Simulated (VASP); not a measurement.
Set up this calculation in VASP 6.6.1, as the native input.

```yaml
Task: single point
Functional: PBE
Potentials_or_basis: VASP PAW PBE potentials, release 64 (Sb, P)
Cutoff: 520 eV
k_mesh: 8 × 8 × 8
Occupations: gaussian, width 0.1 eV
Spin: no spin polarisation
Dipole_correction: no
Further_INCAR_settings: ALGO = Normal; EDIFF = 1e-06; NBANDS = 24
```

The structure of SbP5 lies in POSCAR:

```
SbP5
1.0
    0.0000000000      3.8188447236      3.8188447236
    3.8188447236      0.0000000000      3.8188447236
    3.8188447236      3.8188447236      0.0000000000
Sb P
1 5
Direct
    0.0000000000      0.0000000000      0.0000000000
    0.7500000000      0.7500000000      0.7500000000
    0.8196484577      0.3934505141      0.3934505141
    0.3934505141      0.3934505141      0.3934505141
    0.3934505141      0.8196484577      0.3934505141
    0.3934505141      0.3934505141      0.8196484577
```

The cell was built from a structure type or drawn by symmetry, and may not be a known phase.

These files were run (other wordings do the same):

INCAR

```
PREC = Accurate ; ENCUT = 520
EDIFF = 1E-6 ; ISMEAR = 0
SIGMA = 0.1 ; LREAL = F
LASPH = T ; NELM = 100
ALGO = Normal ; ISIF = 2
LWAVE = F ; LCHARG = F
GGA = PE ; NBANDS = 24
```

KPOINTS

```
regular mesh
0
Gamma
  8 8 8
```

Potentials or basis: VASP PAW PBE potentials, release 64 (Sb, P).

Run with:

```sh
$ cat potpaw_PBE.64/Sb/POTCAR potpaw_PBE.64/P/POTCAR > POTCAR
$ mpirun -np 1 vasp_std > vasp.out
```

It gave:

```json
{
 "Pressure": "-0.3 GPa",
 "Largest force": "0.085 eV/Å",
 "Band gap on the k mesh": "zero (bands 15 and 16 overlap by 0.42 eV)"
}
```

Caveat: spin-orbit coupling is left out, which moves the levels of the heavy elements.

It took 65 s on 1 thread of Intel(R) Xeon(R) Platinum 8259CL CPU @ 2.50GHz (Skylake/Cascade Lake), with other jobs on the host, peak memory 0.26 GiB.
